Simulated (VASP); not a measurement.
GaIr, 2 atoms in the cell. Symmetry: R-3m, No. 166, trigonal system. The conventional cell has a = 4.227 Å, b = 4.227 Å, c = 5.255 Å, α = 90.00°, β = 90.00°, γ = 120.00°. Ga (site symmetry -3m) has 8 Ir at 2.59 to 2.63 Å and 6 Ga at 3.00 Å within 3.4 Å. Within 3.4 Å of Ir (site symmetry -3m) lie 8 Ga at 2.59 to 2.63 Å and 6 Ir at 3.00 Å.  This cell differs from its parent crystal: equal xy, yz and zx shear strains of +1 %.

* Program: VASP 6.6.1
* Task: single point
* Functional: PBEsol
* Potentials or basis: VASP PAW PBE potentials, release 64 (Ga_d, Ir)
* Cutoff: 520 eV
* k mesh: 12 × 12 × 12
* Occupations: fermi-dirac, width 0.05 eV
* Spin: no spin polarisation
* Dipole correction: no
* Further INCAR settings: ALGO = Normal; EDIFF = 1e-06; NBANDS = 18

Potentials or basis: VASP PAW PBE potentials, release 64 (Ga_d, Ir).

Launch:

```console
$ cat potpaw_PBE.64/Ga_d/POTCAR potpaw_PBE.64/Ir/POTCAR > POTCAR
$ mpirun -np 1 vasp_std > vasp.out
```

Hardware: 1 thread of Intel(R) Xeon(R) 6975P-C (Granite Rapids), with other jobs on the host.

Problem. How long does it take, and how much memory?

Solution. Run time: 49 s on 1 thread of Intel(R) Xeon(R) 6975P-C (Granite Rapids), with other jobs on the host, peak memory 0.22 GiB. Counts: scf iterations 12, k points 189.
